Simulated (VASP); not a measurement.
# GaAs (F-43m) in VASP: single point with PBEsol

Aim: the single point of GaAs with PBEsol.

Program: VASP 6.6.1. These are calculated values, not measurements. Logs are shortened: lines on timing, memory, paths and dates and some standing lists are left out, and cuts for length are marked.

### 1 The cell of the first run

Symmetry: F-43m, No. 216, cubic system. Conventional cell: a = 5.660 Å, b = 5.660 Å, c = 5.660 Å, α = 90.00°, β = 90.00°, γ = 90.00°. Ga (site symmetry -43m) has 4 As at 2.45 Å within 3.2 Å. As (site symmetry -43m) has 4 Ga at 2.45 Å within 3.2 Å.

### 2 Single point, PBEsol

INCAR reads:

```
SYSTEM = GaAs
ALGO = Normal
EDIFF = 1E-6
ENCUT = 520
GGA = PS
ISIF = 2
ISMEAR = 0
LASPH = .True.
LCHARG = .False.
LREAL = .False.
LWAVE = .False.
NBANDS = 16
NELM = 80
PREC = Accurate
SIGMA = 0.01
```

KPOINTS reads:

```
k-points
0
Gamma
  10 10 10
  0 0 0
```

POSCAR reads:

```
GaAs
1.0
    0.0000000000      2.8297573509      2.8297573509
    2.8297573509      0.0000000000      2.8297573509
    2.8297573509      2.8297573509      0.0000000000
Ga As
1 1
Direct
    0.0000000000      0.0000000000      0.0000000000
    0.7500000000      0.7500000000      0.7500000000
```

Potentials or basis: VASP PAW PBE potentials, release 64 (Ga_d, As).

Command:

```bash
cat potpaw_PBE.64/Ga_d/POTCAR potpaw_PBE.64/As/POTCAR > POTCAR
mpirun -np 1 vasp_std > vasp.out
```

OUTCAR:

```text
SYSTEM = GaAs
   EDIFF = 1E-6
   ENCUT = 520
   GGA = PS
   ISIF = 2
   ISMEAR = 0
   LASPH = .True.
   LREAL = .False.
   NELM = 80
   PREC = Accurate

 ion  position               nearest neighbor table
   1  0.000  0.000  0.000-   2 2.45   2 2.45   2 2.45   2 2.45
   2  0.750  0.750  0.750-   1 2.45   1 2.45   1 2.45   1 2.45

  LATTYP: Found a face centered cubic cell.
 ALAT       =     5.6595147018

  Lattice vectors:

 A1 = (   0.0000000000,   2.8297573509,   2.8297573509)
 A2 = (   2.8297573509,   0.0000000000,   2.8297573509)
 A3 = (   2.8297573509,   2.8297573509,   0.0000000000)

Analysis of symmetry for initial positions (statically):
=====================================================================
 Subroutine PRICEL returns:
 Original cell was already a primitive cell.

 Routine SETGRP: Setting up the symmetry group for a
 face centered cubic supercell.

 Subroutine GETGRP returns: Found 24 space group operations
 (whereof 24 operations were pure point group operations)
 out of a pool of 48 trial point group operations.

The static configuration has the point symmetry T_d .

Analysis of symmetry for dynamics (positions and initial velocities):
=====================================================================
 Subroutine PRICEL returns:
 Original cell was already a primitive cell.

 Routine SETGRP: Setting up the symmetry group for a
 face centered cubic supercell.

 Subroutine GETGRP returns: Found 24 space group operations
 (whereof 24 operations were pure point group operations)
 out of a pool of 48 trial point group operations.

The dynamic configuration has the point symmetry T_d .

 Subroutine INISYM returns: Found 24 space group operations
 (whereof 24 operations are pure point group operations),
 and found     1 'primitive' translations

----------------------------------------------------------------------------------------

                                     Primitive cell

  volume of cell :      45.3187

  direct lattice vectors                    reciprocal lattice vectors
     0.000000000  2.829757351  2.829757351    -0.176693595  0.176693595  0.176693595
     2.829757351  0.000000000  2.829757351     0.176693595 -0.176693595  0.176693595
     2.829757351  2.829757351  0.000000000     0.176693595  0.176693595 -0.176693595

  length of vectors
     4.001881224  4.001881224  4.001881224     0.306042284  0.306042284  0.306042284

  position of ions in fractional coordinates (direct lattice)
     0.000000000  0.000000000  0.000000000
     0.750000000  0.750000000  0.750000000

  ion indices of the primitive-cell ions
   primitive index   ion index
                 1           1
                 2           2

----------------------------------------------------------------------------------------

 KPOINTS: k-points

Automatic generation of k-mesh.
 Grid dimensions read from file:
 generate k-points for:   10   10   10

 Generating k-lattice:

  Cartesian coordinates                     Fractional coordinates (reciprocal lattice)
    -0.017669360  0.017669360  0.017669360     0.100000000  0.000000000  0.000000000
     0.017669360 -0.017669360  0.017669360     0.000000000  0.100000000  0.000000000
     0.017669360  0.017669360 -0.017669360     0.000000000  0.000000000  0.100000000

  Length of vectors
     0.030604228  0.030604228  0.030604228

  Shift w.r.t. Gamma in fractional coordinates (k-lattice)
     0.000000000  0.000000000  0.000000000

 Subroutine IBZKPT returns following result:
 ===========================================

 Found     47 irreducible k-points:

 Following reciprocal coordinates:
            Coordinates               Weight
  0.000000  0.000000  0.000000      1.000000
  0.100000  0.000000  0.000000      8.000000
  0.200000  0.000000  0.000000      8.000000
  0.300000  0.000000  0.000000      8.000000
  0.400000  0.000000  0.000000      8.000000
  0.500000  0.000000  0.000000      4.000000
[... 16 lines left out ...]
  0.300000  0.300000  0.000000      6.000000
  0.400000  0.300000  0.000000     24.000000
 [... further k-points ...]
   k-points           NKPTS =     47   k-points in BZ     NKDIM =     47   number of bands    NBANDS=     16
   number of dos      NEDOS =    301   number of ions     NIONS =      2
   total plane-waves  NPLWV =  27000
   dimension x,y,z NGX =    30 NGY =   30 NGZ =   30
   dimension x,y,z NGXF=    60 NGYF=   60 NGZF=   60
   ions per type =               1   1
   NGX,Y,Z   is equivalent  to a cutoff of  12.46, 12.46, 12.46 a.u.
   NGXF,Y,Z  is equivalent  to a cutoff of  24.93, 24.93, 24.93 a.u.
 SYSTEM =  GaAs
   PREC   = accura    normal or accurate (medium, high low for compatibility)
   ISTART =      0    job   : 0-new  1-cont  2-samecut
   ICHARG =      2    charge: 1-file 2-atom 10-const
   ISPIN  =      1    spin polarized calculation?
   LNONCOLLINEAR =      F non collinear calculations
   LSORBIT =      F    spin-orbit coupling
   LASPH  =      T    aspherical Exc in radial PAW
   ENCUT  =  520.0 eV  38.22 Ry    6.18 a.u.   7.44  7.44  7.44*2*pi/ulx,y,z
   NELM   =     80;   NELMIN=  2; NELMDL= -5     # of ELM steps
   EDIFF  = 0.1E-05   stopping-criterion for ELM
   LREAL  =      F    real-space projection
   EDIFFG = 0.1E-04   stopping-criterion for IOM
   NSW    =      0    number of steps for IOM
   IBRION =     -1    ionic relax: 0-MD 1-quasi-New 2-CG
   NFREE  =      0    steps in history (QN), initial steepest desc. (CG)
   ISIF   =      2    stress and relaxation
   ISYM   =      2    0-nonsym 1-usesym 2-fastsym
   POTIM  = 0.5000    time-step for ionic-motion
   TEBEG  =    0.0;   TEEND  =   0.0 temperature during run
   PSTRESS=    0.0 pullay stress
   NELECT =      18.0000    total number of electrons
   NUPDOWN=      -1.0000    fix difference up-down
   EMIN   =  10.00;   EMAX   =-10.00  energy-range for DOS
   EFERMI =   0.00;   METHOD = LEGACY
   ISMEAR =     0;   SIGMA  =   0.01  broadening in eV -4-tet -1-fermi 0-gaus
   EFERMI_NEDOS =   21; number of points for ismear=-14 and -15
   IALGO  =     38    algorithm
   IMIX   =      4    mixing-type and parameters
     AMIX     =   0.40;   BMIX     =  1.00
     AMIX_MAG =   1.60;   BMIX_MAG =  1.00
  volume/ion in A,a.u.               =      22.66       152.91
  Fermi-wavevector in a.u.,A,eV,Ry     =   1.203390  2.274078 19.703249  1.448148
  Thomas-Fermi vector in A             =   2.339145
   LORBIT       =      0    0 simple, 1 ext, 2 COOP (PROOUT), +10 PAW based schemes
   GGA     = PS    functional components
   LHFCALC =     F    Hartree Fock is set to
   AEXX    =    0.0000 exact exchange contribution
   IVDW    =     0    specifies the selected vdW correction
   LEPSILON=     F    determine dielectric tensor
   LRPA    =     F    only Hartree local field effects (RPA)
 non-spin polarized calculation
 Gauss-broadening in eV      SIGMA  =   0.01
  energy-cutoff  :      520.00
  volume of cell :       45.32
 maximum number of plane-waves:      1243
 NGX is ok and might be reduce to    30
   NGX = 15   NGY = 15   NGZ = 15

 number of electron      17.9999993 magnetization

 Free energy of the ion-electron system (eV)
  ---------------------------------------------------
  ext. energy  EPLUGINS =         0.00000000
  ---------------------------------------------------
  free energy    TOTEN  =        -9.09153956 eV

  energy without entropy =       -9.09153956  energy(sigma->0) =       -9.09153956

 E-fermi :   3.8686     XC(G=0):  -9.7593

 val. band max:        3.7749930536   @ k =   0.0000   0.0000   0.0000
 cond. band min:       4.2080195027   @ k =   0.0000   0.0000   0.0000
 fundamental gap:      0.4330264491
 Fermi energy:         3.8685942139

 k-point     1 :       0.0000    0.0000    0.0000
  band No.  band energies     occupation
      1     -10.9934      2.00000
      2     -10.9934      2.00000
      3     -10.9934      2.00000
      4     -10.9141      2.00000
      5     -10.9141      2.00000
      6      -8.9551      2.00000
[... 8 lines left out ...]
     15      13.8768      0.00000
     16      13.8768      0.00000

 k-point     2 :       0.1000    0.0000    0.0000
  band No.  band energies     occupation
      1     -11.0024      2.00000
      2     -10.9911      2.00000
      3     -10.9911      2.00000
      4     -10.9142      2.00000
      5     -10.9142      2.00000
      6      -8.8374      2.00000
[... 8 lines left out ...]
     15      13.1737      0.00000
     16      13.1737      0.00000

 k-point     3 :       0.2000    0.0000    0.0000
  band No.  band energies     occupation
      1     -11.0244      2.00000
      2     -10.9854      2.00000
      3     -10.9854      2.00000
      4     -10.9142      2.00000
      5     -10.9142      2.00000
      6      -8.4993      2.00000
[... 8 lines left out ...]
     15      12.6715      0.00000
     16      12.6715      0.00000

 k-point     4 :       0.3000    0.0000    0.0000
  band No.  band energies     occupation
      1     -11.0490      2.00000
      2     -10.9793      2.00000
      3     -10.9793      2.00000
      4     -10.9131      2.00000
      5     -10.9131      2.00000
      6      -7.9929      2.00000
[... 8 lines left out ...]
     15      13.0470      0.00000
     16      13.0470      0.00000
[... 324 lines left out ...]
 k-point    22 :      -0.2000    0.2000    0.0000
  band No.  band energies     occupation
      1     -11.0558      2.00000
      2     -10.9758      2.00000
      3     -10.9741      2.00000
      4     -10.9171      2.00000
      5     -10.9121      2.00000
      6      -7.8187      2.00000
[... 8 lines left out ...]
     15      14.2589      0.00000
     16      15.0035      0.00000

 k-point    23 :       0.3000    0.3000    0.0000
  band No.  band energies     occupation
      1     -11.0736      2.00000
      2     -10.9618      2.00000
      3     -10.9618      2.00000
      4     -10.9300      2.00000
      5     -10.9057      2.00000
      6      -7.6578      2.00000
[... 8 lines left out ...]
     15      15.3127      0.00000
     16      16.0759      0.00000

 k-point    24 :       0.4000    0.3000    0.0000
  band No.  band energies     occupation
      1     -11.0858      2.00000
      2     -10.9573      2.00000
      3     -10.9558      2.00000
      4     -10.9320      2.00000
      5     -10.9045      2.00000
      6      -7.2176      2.00000
[... 8 lines left out ...]
     15      16.0112      0.00000
     16      16.4775      0.00000

 [... further k-points ...]

------------------------ aborting loop because EDIFF is reached ----------------------------------------

  FORCE on cell =-STRESS in cart. coord.  units (eV):
  Direction    XX          YY          ZZ          XY          YZ          ZX
  --------------------------------------------------------------------------------------
  -------------------------------------------------------------------------------------
  Total        0.0398710      0.0398710      0.0398710      0.0000000      0.0000000     -0.0000000
  in kB        1.4095824      1.4095824      1.4095824      0.0000000      0.0000000     -0.0000000
  external PRESSURE =       1.4095824 kB  Pullay stress =       0.0000000 kB

 VOLUME and BASIS-vectors are now :
 -----------------------------------------------------------------------------
  energy-cutoff  :      520.00
  volume of cell :       45.32
      direct lattice vectors                 reciprocal lattice vectors
     0.000000000  2.829757351  2.829757351    -0.176693595  0.176693595  0.176693595
     2.829757351  0.000000000  2.829757351     0.176693595 -0.176693595  0.176693595
     2.829757351  2.829757351  0.000000000     0.176693595  0.176693595 -0.176693595

 POSITION                                       TOTAL-FORCE (eV/Angst)
 -----------------------------------------------------------------------------------
      0.00000      0.00000      0.00000        -0.000000     -0.000000     -0.000000
      4.24464      4.24464      4.24464         0.000000      0.000000      0.000000
 -----------------------------------------------------------------------------------
    total drift:                               -0.000000     -0.000000     -0.000000

  FREE ENERGIE OF THE ION-ELECTRON SYSTEM (eV)
  ---------------------------------------------------
  free  energy   TOTEN  =        -9.0915395607 eV

  energy  without entropy=       -9.0915395607  energy(sigma->0) =       -9.09153956
```

It took 51 s on 1 thread of Intel Xeon 8259CL, shared host; peak memory 0.19 GiB.

What came out:

- Free energy: -9.0915 eV
- Pressure: 0.1 GPa
- Band gap on the k mesh: 0.43 eV

Levels at points of the mesh, in eV from the valence-band top:
| k point | band 5 | band 6 | band 7 | band 8 | band 9 | band 10 | band 11 | band 12 | band 13 | band 14 |
| --- | --- | --- | --- | --- | --- | --- | --- | --- | --- | --- |
| (0.00, 0.00, 0.00) | -14.69 | -12.73 | 0.00 | 0.00 | 0.00 | 0.43 | 3.69 | 3.69 | 3.69 | 7.38 |
| (0.50, 0.00, 0.00) | -14.69 | -10.96 | -6.66 | -1.14 | -1.14 | 0.92 | 4.58 | 4.58 | 7.58 | 10.25 |
| (0.50, 0.50, 0.00) | -14.68 | -10.22 | -6.84 | -2.69 | -2.69 | 1.36 | 1.57 | 10.10 | 10.10 | 10.85 |

Caveat: the PAW data sets were made with another functional, which shifts forces and pressure a little. A k mesh can miss the band edges.
